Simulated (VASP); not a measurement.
Set up this calculation in VASP 6.6.1, as the native input.

```yaml
Task: single point
Functional: PBE
Potentials_or_basis: VASP PAW PBE potentials, release 64 (Fe, O)
Cutoff: 520 eV
k_mesh: 10 × 10 × 10
Occupations: fermi-dirac, width 0.05 eV
Spin: collinear spin, ferromagnetic start
Starting_moments: "[4.5, 0.0] μB"
Fixed_moment: 4.5 μB
Dipole_correction: no
Further_INCAR_settings: ALGO = Normal; EDIFF = 1e-06; NBANDS = 18
```

The structure of FeO lies in POSCAR:

```
FeO
1.0
   -1.6021034130      1.6021034130      2.0833922500
    1.6021034130     -1.6021034130      2.0833922500
    1.6021034130      1.6021034130     -2.0833922500
Fe O
1 1
Direct
    0.0000000000      0.0000000000      0.0000000000
    0.5000000000      0.5000000000      0.0000000000
```

One way to write it, as run:

INCAR

```
PREC     = Accurate       # precision mode
ENCUT    = 520            # plane-wave cutoff, eV
EDIFF    = 1E-6           # SCF threshold, eV
ISMEAR   = -1             # smearing method
SIGMA    = 0.05           # smearing width, eV
LREAL    = F              # projectors in reciprocal space
LASPH    = T              # aspherical terms in the spheres
NELM     = 150            # most SCF steps
ALGO     = Normal         # electronic algorithm
ISIF     = 2              # what is computed and relaxed
LWAVE    = F              # write WAVECAR
LCHARG   = F              # write CHGCAR
ISPIN    = 2              # spin polarisation
MAGMOM   = 4.5 0          # initial moments
LORBIT   = 11             # projections on sites
NUPDOWN  = 4.5            # fixed moment
LMAXMIX  = 4              # l up to which the mixer works
GGA      = PE             # functional
NBANDS   = 18             # bands
```

KPOINTS

```
Automatic mesh
0
Gamma
  10 10 10
```

Potentials or basis: VASP PAW PBE potentials, release 64 (Fe, O).

Run with:

```sh
$ cat potpaw_PBE.64/Fe/POTCAR potpaw_PBE.64/O/POTCAR > POTCAR
$ mpirun -np 1 vasp_std > vasp.out
```

Results of the run:

* Pressure: 1.0 GPa
* Net moment: 4.50 μB per cell
* Site moments: Fe +3.85; O +0.44 μB
* Valence electrons inside the program's atomic spheres: Fe 6.60; O 4.97

Caveat: the total moment is fixed, so each spin has its own Fermi level; a cell with one magnetic atom can't hold antiferromagnetic order, which such compounds often take.

Wall time 92 s on 1 thread of Intel Xeon 8259CL, with other jobs on the host, peak memory 0.19 GiB.
